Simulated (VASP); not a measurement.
Write the native input for VASP 6.6.1 that does the following.

* Task: single point
* Functional: PBEsol
* Potentials or basis: VASP PAW PBE potentials, release 64 (Al, Ga_d, N)
* Cutoff: 520 eV
* k mesh: 6 × 6 × 6
* Occupations: gaussian, width 0.02 eV
* Spin: no spin polarisation
* Dipole correction: no
* Further INCAR settings: ALGO = Normal; EDIFF = 1e-06; NBANDS = 31

The structure of Al3GaN4 lies in POSCAR:

```
Al3GaN4
1.0
    4.4069948432      0.0000000000      0.0000000000
    0.0000000000      4.4069948432      0.0000000000
    0.0000000000      0.0000000000      4.4069948432
Al Ga N
3 1 4
Direct
    0.5000000000      0.5000000000      0.0000000000
    0.5000000000      0.0000000000      0.5000000000
    0.0000000000      0.5000000000      0.5000000000
    0.0000000000      0.0000000000      0.0000000000
    0.7447077176      0.7447077176      0.2552922824
    0.7447077176      0.2552922824      0.7447077176
    0.2552922824      0.7447077176      0.7447077176
    0.2552922824      0.2552922824      0.2552922824
```

The input as run:

INCAR

```
SYSTEM = Al3GaN4
ALGO = Normal
EDIFF = 1E-6
ENCUT = 520
GGA = PS
ISIF = 2
ISMEAR = 0
LASPH = .True.
LCHARG = .False.
LREAL = .False.
LWAVE = .False.
NBANDS = 31
NELM = 100
PREC = Accurate
SIGMA = 0.02
```

KPOINTS

```
k-points
0
Gamma
  6 6 6
  0 0 0
```

Potentials or basis: VASP PAW PBE potentials, release 64 (Al, Ga_d, N).

Run with:

```bash
$ cat potpaw_PBE.64/Al/POTCAR potpaw_PBE.64/Ga_d/POTCAR potpaw_PBE.64/N/POTCAR > POTCAR
$ mpirun -np 1 vasp_std > vasp.out
```

Results of the run:

```
Pressure               : -0.1 GPa
Largest force          : 0.008 eV/Å
Band gap on the k mesh : 3.32 eV, direct
```

Caveat: the PAW data sets were made with another functional, which shifts forces and pressure a little.

Run time: 40 s on 1 thread of Intel(R) Xeon(R) Platinum 8375C CPU @ 2.90GHz (Ice Lake) (shared host), peak memory 0.22 GiB.
